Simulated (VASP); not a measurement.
# Co (P6_3/mmc) in VASP: notebook

Co is run at these levels: PBEsol; tasks: single point.

Everything below comes from runs of VASP 6.6.1. Logs are shortened: lines on timing, memory, paths and dates and some standing lists are left out, and cuts for length are marked.

### 1 The cell of the first run

Symmetry: P6_3/mmc, No. 194, hexagonal system. The conventional cell has a = 2.333 Å, b = 2.333 Å, c = 4.100 Å, α = 90.00°, β = 90.00°, γ = 120.00°. Co (site symmetry -6m2) has 12 Co at 2.33 to 2.45 Å within 3.1 Å.

### 2 Single point, PBEsol, collinear spin, ferromagnetic start

Input file INCAR:

```
  PREC = Accurate
  ENCUT = 520
  EDIFF = 1E-7
  ISMEAR = 0
  SIGMA = 0.15
  LREAL = False
  LASPH = True
  NELM = 150
  ALGO = Fast
  ISIF = 2
  LWAVE = False
  LCHARG = True
  ISPIN = 2
  MAGMOM = 1.79 1.79
  LORBIT = 11
  LMAXMIX = 4
  GGA = PS
  LELF = True
  LVHAR = True
  NBANDS = 20
```

Input file KPOINTS:

```
regular mesh
0
Gamma
  21 21 12
```

Input file POSCAR:

```
Co
1.0
    2.3327000000      0.0000000000      0.0000000000
   -1.1663500000      2.0201774594      0.0000000000
    0.0000000000      0.0000000000      4.0996000000
Co
2
Direct
    0.3333333333      0.6666666667      0.2500000000
    0.6666666667      0.3333333333      0.7500000000
```

Potentials or basis: VASP PAW PBE potentials, release 64 (Co).

Run with:

```
cat potpaw_PBE.64/Co/POTCAR > POTCAR
mpirun -np 1 vasp_std > vasp.out
```

OUTCAR:

```text
PREC = Accurate
   ENCUT = 520
   EDIFF = 1E-7
   ISMEAR = 0
   LREAL = False
   LASPH = True
   NELM = 150
   ISIF = 2
   ISPIN = 2
   LORBIT = 11
   GGA = PS

 ion  position               nearest neighbor table
   1  0.333  0.667  0.250-   2 2.45   2 2.45   2 2.45   2 2.45   2 2.45   2 2.45
   2  0.667  0.333  0.750-   1 2.45   1 2.45   1 2.45   1 2.45   1 2.45   1 2.45

  LATTYP: Found a hexagonal cell.
 ALAT       =     2.3327000000
 C/A-ratio  =     1.7574484503

  Lattice vectors:

 A1 = (   2.3327000000,   0.0000000000,   0.0000000000)
 A2 = (  -1.1663500000,   2.0201774594,   0.0000000000)
 A3 = (   0.0000000000,   0.0000000000,   4.0996000000)

Analysis of symmetry for initial positions (statically):
=====================================================================
 Subroutine PRICEL returns:
 Original cell was already a primitive cell.

 Routine SETGRP: Setting up the symmetry group for a
 hexagonal supercell.

 Subroutine GETGRP returns: Found 24 space group operations
 (whereof 12 operations were pure point group operations)
 out of a pool of 24 trial point group operations.

The static configuration has the point symmetry D_3d.
 The point group associated with its full space group is D_6h.

Analysis of symmetry for dynamics (positions and initial velocities):
=====================================================================
 Subroutine PRICEL returns:
 Original cell was already a primitive cell.

 Routine SETGRP: Setting up the symmetry group for a
 hexagonal supercell.

 Subroutine GETGRP returns: Found 24 space group operations
 (whereof 12 operations were pure point group operations)
 out of a pool of 24 trial point group operations.

The dynamic configuration has the point symmetry D_3d.
 The point group associated with its full space group is D_6h.

Analysis of structural, dynamic, and magnetic symmetry:
=====================================================================
 Subroutine PRICEL returns:
 Original cell was already a primitive cell.

 Routine SETGRP: Setting up the symmetry group for a
 hexagonal supercell.

 Subroutine GETGRP returns: Found 24 space group operations
 (whereof 12 operations were pure point group operations)
 out of a pool of 24 trial point group operations.

The overall configuration has the point symmetry D_3d.
 The point group associated with its full space group is D_6h.

 Subroutine INISYM returns: Found 24 space group operations
 (whereof 12 operations are pure point group operations),
 and found     1 'primitive' translations

----------------------------------------------------------------------------------------

                                     Primitive cell

  volume of cell :      19.3192

  direct lattice vectors                    reciprocal lattice vectors
     2.332700000  0.000000000  0.000000000     0.428687787  0.247503009  0.000000000
    -1.166350000  2.020177459  0.000000000     0.000000000  0.495006018  0.000000000
     0.000000000  0.000000000  4.099600000     0.000000000  0.000000000  0.243926237

  length of vectors
     2.332700000  2.332700000  4.099600000     0.495006018  0.495006018  0.243926237

  position of ions in fractional coordinates (direct lattice)
     0.333333333  0.666666667  0.250000000
     0.666666667  0.333333333  0.750000000

  ion indices of the primitive-cell ions
   primitive index   ion index
                 1           1
                 2           2

----------------------------------------------------------------------------------------

 KPOINTS: regular mesh

Automatic generation of k-mesh.
 Grid dimensions read from file:
 generate k-points for:   21   21   12

 Generating k-lattice:

  Cartesian coordinates                     Fractional coordinates (reciprocal lattice)
     0.020413704  0.011785858  0.000000000     0.047619048  0.000000000  0.000000000
     0.000000000  0.023571715  0.000000000     0.000000000  0.047619048  0.000000000
     0.000000000  0.000000000  0.020327186     0.000000000  0.000000000  0.083333333

  Length of vectors
     0.023571715  0.023571715  0.020327186

  Shift w.r.t. Gamma in fractional coordinates (k-lattice)
     0.000000000  0.000000000  0.000000000

 Subroutine IBZKPT returns following result:
 ===========================================

 Found    336 irreducible k-points:

 Following reciprocal coordinates:
            Coordinates               Weight
  0.000000  0.000000  0.000000      1.000000
  0.047619  0.000000  0.000000      6.000000
  0.095238  0.000000  0.000000      6.000000
  0.142857  0.000000  0.000000      6.000000
  0.190476  0.000000  0.000000      6.000000
  0.238095  0.000000  0.000000      6.000000
[... 16 lines left out ...]
  0.142857  0.095238  0.000000     12.000000
  0.190476  0.095238  0.000000     12.000000
 [... further k-points ...]
   k-points           NKPTS =    336   k-points in BZ     NKDIM =    336   number of bands    NBANDS=     20
   number of dos      NEDOS =    301   number of ions     NIONS =      2
   total plane-waves  NPLWV =   9720
   dimension x,y,z NGX =    18 NGY =   18 NGZ =   30
   dimension x,y,z NGXF=    36 NGYF=   36 NGZF=   60
   ions per type =               2
   NGX,Y,Z   is equivalent  to a cutoff of  12.83, 12.83, 12.17 a.u.
   NGXF,Y,Z  is equivalent  to a cutoff of  25.66, 25.66, 24.33 a.u.
 SYSTEM =  unknown system
   PREC   = accura    normal or accurate (medium, high low for compatibility)
   ISTART =      0    job   : 0-new  1-cont  2-samecut
   ICHARG =      2    charge: 1-file 2-atom 10-const
   ISPIN  =      2    spin polarized calculation?
   LNONCOLLINEAR =      F non collinear calculations
   LSORBIT =      F    spin-orbit coupling
   LASPH  =      T    aspherical Exc in radial PAW
   ENCUT  =  520.0 eV  38.22 Ry    6.18 a.u.   4.34  4.34  7.62*2*pi/ulx,y,z
   NELM   =    150;   NELMIN=  2; NELMDL= -5     # of ELM steps
   EDIFF  = 0.1E-06   stopping-criterion for ELM
   LREAL  =      F    real-space projection
   EDIFFG = 0.1E-05   stopping-criterion for IOM
   NSW    =      0    number of steps for IOM
   IBRION =     -1    ionic relax: 0-MD 1-quasi-New 2-CG
   NFREE  =      0    steps in history (QN), initial steepest desc. (CG)
   ISIF   =      2    stress and relaxation
   ISYM   =      2    0-nonsym 1-usesym 2-fastsym
   POTIM  = 0.5000    time-step for ionic-motion
   TEBEG  =    0.0;   TEEND  =   0.0 temperature during run
   PSTRESS=    0.0 pullay stress
   NELECT =      18.0000    total number of electrons
   NUPDOWN=      -1.0000    fix difference up-down
   EMIN   =  10.00;   EMAX   =-10.00  energy-range for DOS
   EFERMI =   0.00;   METHOD = LEGACY
   ISMEAR =     0;   SIGMA  =   0.15  broadening in eV -4-tet -1-fermi 0-gaus
   EFERMI_NEDOS =   21; number of points for ismear=-14 and -15
   IALGO  =     68    algorithm
   IMIX   =      4    mixing-type and parameters
     AMIX     =   0.40;   BMIX     =  1.00
     AMIX_MAG =   1.60;   BMIX_MAG =  1.00
  volume/ion in A,a.u.               =       9.66        65.19
  Fermi-wavevector in a.u.,A,eV,Ry     =   1.598953  3.021583 34.785345  2.556651
  Thomas-Fermi vector in A             =   2.696322
   LORBIT       =     11    0 simple, 1 ext, 2 COOP (PROOUT), +10 PAW based schemes
   GGA     = PS    functional components
   LHFCALC =     F    Hartree Fock is set to
   AEXX    =    0.0000 exact exchange contribution
   IVDW    =     0    specifies the selected vdW correction
   LEPSILON=     F    determine dielectric tensor
   LRPA    =     F    only Hartree local field effects (RPA)
 spin polarized calculation
 RMM-DIIS sequential band-by-band and
 Gauss-broadening in eV      SIGMA  =   0.15
  energy-cutoff  :      520.00
  volume of cell :       19.32
 maximum number of plane-waves:       543
 NGX is ok and might be reduce to    18
   NGX =  9   NGY =  9   NGZ = 15

 number of electron      18.0000006 magnetization       3.0860475

 Free energy of the ion-electron system (eV)
  ---------------------------------------------------
  ext. energy  EPLUGINS =         0.00000000
  ---------------------------------------------------
  free energy    TOTEN  =       -15.28373491 eV

  energy without entropy =      -15.26250958  energy(sigma->0) =      -15.27312224

 E-fermi :  11.8649     XC(G=0): -14.2765

 val. band max:       11.8635135446   @ k =   0.2381   0.0000   0.1667
 cond. band min:      11.8653187902   @ k =   0.4286   0.1429   0.4167
 fundamental gap:      0.0018052456
 Fermi energy:        11.8649091454

 spin component 1

 k-point     1 :       0.0000    0.0000    0.0000
  band No.  band energies     occupation
      1       2.1379      1.00000
      2       5.9865      1.00000
      3       8.5604      1.00000
      4       9.1208      1.00000
      5       9.1208      1.00000
      6       9.3971      1.00000
[... 12 lines left out ...]
     19      41.5635      0.00000
     20      41.5636      0.00000

 k-point     2 :       0.0476    0.0000    0.0000
  band No.  band energies     occupation
      1       2.2308      1.00000
      2       6.0530      1.00000
      3       8.5689      1.00000
      4       9.1020      1.00000
      5       9.1697      1.00000
      6       9.3668      1.00000
[... 12 lines left out ...]
     19      42.4411      0.00000
     20      42.9785      0.00000

 k-point     3 :       0.0952    0.0000    0.0000
  band No.  band energies     occupation
      1       2.5060      1.00000
      2       6.2429      1.00000
      3       8.5665      1.00000
      4       9.0719      1.00000
      5       9.2930      1.00000
      6       9.3137      1.00000
[... 12 lines left out ...]
     19      40.5675      0.00000
     20      42.2322      0.00000

 k-point     4 :       0.1429    0.0000    0.0000
  band No.  band energies     occupation
      1       2.9516      1.00000
      2       6.5230      1.00000
      3       8.4991      1.00000
      4       8.8038      1.00000
      5       9.0246      1.00000
      6       9.2856      1.00000
[... 429 lines left out ...]
 k-point    23 :       0.1429    0.0952    0.0000
  band No.  band energies     occupation
      1       3.7965      1.00000
      2       6.9828      1.00000
      3       8.1346      1.00000
      4       8.2571      1.00000
      5       8.9512      1.00000
      6       9.3315      1.00000
[... 12 lines left out ...]
     19      39.5941      0.00000
     20      39.7624      0.00000

 k-point    24 :       0.1905    0.0952    0.0000
  band No.  band energies     occupation
      1       4.4886      1.00000
      2       7.1975      1.00000
      3       7.7506      1.00000
      4       8.1580      1.00000
      5       8.8417      1.00000
      6       9.3006      1.00000
[... 12 lines left out ...]
     19      39.4045      0.00000
     20      40.1237      0.00000

 [... further k-points ...]

 spin component 2

 k-point     1 :       0.0000    0.0000    0.0000
  band No.  band energies     occupation
      1       2.2396      1.00000
      2       6.8455      1.00000
      3      10.0241      1.00000
      4      10.6404      1.00000
      5      10.6404      1.00000
      6      10.7251      1.00000
[... 12 lines left out ...]
     19      41.9126      0.00000
     20      41.9127      0.00000

 k-point     2 :       0.0476    0.0000    0.0000
  band No.  band energies     occupation
      1       2.3329      1.00000
      2       6.9183      1.00000
      3      10.0317      1.00000
      4      10.5300      1.00000
      5      10.6170      1.00000
      6      10.6929      1.00000
[... 12 lines left out ...]
     19      42.8152      0.00000
     20      42.9786      0.00000

 k-point     3 :       0.0952    0.0000    0.0000
  band No.  band energies     occupation
      1       2.6095      1.00000
      2       7.1277      1.00000
      3      10.0212      1.00000
      4      10.1051      1.00000
      5      10.5783      1.00000
      6      10.8275      1.00000
[... 12 lines left out ...]
     19      40.6404      0.00000
     20      42.6327      0.00000

 k-point     4 :       0.1429    0.0000    0.0000
  band No.  band energies     occupation
      1       3.0590      1.00000
      2       7.4430      1.00000
      3       9.6362      1.00000
      4       9.9262      1.00000
      5      10.5208      1.00000
      6      10.8027      1.00000
[... 429 lines left out ...]
 k-point    23 :       0.1429    0.0952    0.0000
  band No.  band energies     occupation
      1       3.9179      1.00000
      2       7.9734      1.00000
      3       9.0761      1.00000
      4       9.6250      1.00000
      5      10.4110      1.00000
      6      10.8587      1.00000
[... 12 lines left out ...]
     19      39.8360      0.00000
     20      40.0865      0.00000

 k-point    24 :       0.1905    0.0952    0.0000
  band No.  band energies     occupation
      1       4.6355      1.00000
      2       8.2659      1.00000
      3       8.7537      1.00000
      4       9.4580      1.00000
      5      10.2664      1.00000
      6      10.9035      1.00000
[... 12 lines left out ...]
     19      39.7403      0.00000
     20      40.3745      0.00000

 [... further k-points ...]
[... 5 lines left out ...]
  --------------------------------------------------------------------------------------
  -------------------------------------------------------------------------------------
  Total        4.1206360      4.1206360     -0.2279023      0.0000000      0.0000000      0.0000000
  in kB      341.7314433    341.7314433    -18.9003289      0.0000000      0.0000000      0.0000000
  external PRESSURE =     221.5208526 kB  Pullay stress =       0.0000000 kB

 VOLUME and BASIS-vectors are now :
 -----------------------------------------------------------------------------
  energy-cutoff  :      520.00
  volume of cell :       19.32
      direct lattice vectors                 reciprocal lattice vectors
     2.332700000  0.000000000  0.000000000     0.428687787  0.247503009  0.000000000
    -1.166350000  2.020177459  0.000000000     0.000000000  0.495006018  0.000000000
     0.000000000  0.000000000  4.099600000     0.000000000  0.000000000  0.243926237

 POSITION                                       TOTAL-FORCE (eV/Angst)
 -----------------------------------------------------------------------------------
     -0.00000      1.34678      1.02490        -0.000000      0.000000      0.000000
      1.16635      0.67339      3.07470         0.000000     -0.000000      0.000000
 -----------------------------------------------------------------------------------
    total drift:                               -0.000000      0.000000     -0.000000

  FREE ENERGIE OF THE ION-ELECTRON SYSTEM (eV)
  ---------------------------------------------------
  free  energy   TOTEN  =       -15.2837349133 eV

  energy  without entropy=      -15.2625095756  energy(sigma->0) =      -15.27312224

 total charge

# of ion       s       p       d       tot
------------------------------------------
    1        0.545   0.638   7.352   8.535
    2        0.545   0.638   7.352   8.535
--------------------------------------------------
tot          1.090   1.275  14.705  17.070

 magnetization (x)

# of ion       s       p       d       tot
------------------------------------------
    1       -0.014  -0.048   1.597   1.535
    2       -0.014  -0.048   1.597   1.535
--------------------------------------------------
tot         -0.027  -0.095   3.193   3.071
```

Run time: 2.2 min. Hardware: 1 thread of AMD EPYC 9R45 (Zen 5), shared host; peak memory 0.25 GiB.

Results:

| Quantity | Value |
| --- | --- |
| Free energy | -15.2837 eV |
| Pressure | 22.2 GPa |
| Net moment | 3.09 μB per cell |
| Site moments | Co +1.53 μB |
| Valence electrons inside the program's atomic spheres | Co 8.54 |

Caveat: the stress differs along the axes, from -2 to 34 GPa; the PAW data sets were made with another functional, which shifts forces and pressure a little.

(Continued in part 2 of 2.)
